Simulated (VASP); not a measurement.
Input of a VASP 6.6.1 run:

The input INCAR:

```
ALGO = Normal
EDIFF = 1E-7
ENCUT = 520
GGA = PS
ISIF = 2
ISMEAR = 1
IVDW = 12
LASPH = T
LCHARG = T
LELF = T
LREAL = F
LVHAR = T
LWAVE = F
NBANDS = 18
NELM = 60
PREC = Accurate
SIGMA = 0.1
```

The input KPOINTS:

```
k-points
0
Gamma
  10 10 6
```

POSCAR

```
Ag
1.0
    2.8315985056      0.0000000000      0.0000000000
   -1.4157992528      2.4522362392      0.0000000000
    0.0000000000      0.0000000000      4.6048500972
Ag
2
Direct
    0.6666666667      0.3333333333      0.7500000000
    0.3333333333      0.6666666667      0.2500000000
```

Potentials or basis: VASP PAW PBE potentials, release 64 (Ag).

The run is started by

```sh
$ cat potpaw_PBE.64/Ag/POTCAR > POTCAR
$ mpirun -np 1 vasp_std > vasp.out
```

**Question.** What does it give for the dispersion energy per atom?

**Answer.** -0.583 eV.

**Question.** Estimate the band gap on the k mesh.

**Answer.** Zero (bands 11 and 12 overlap by 6.71 eV).
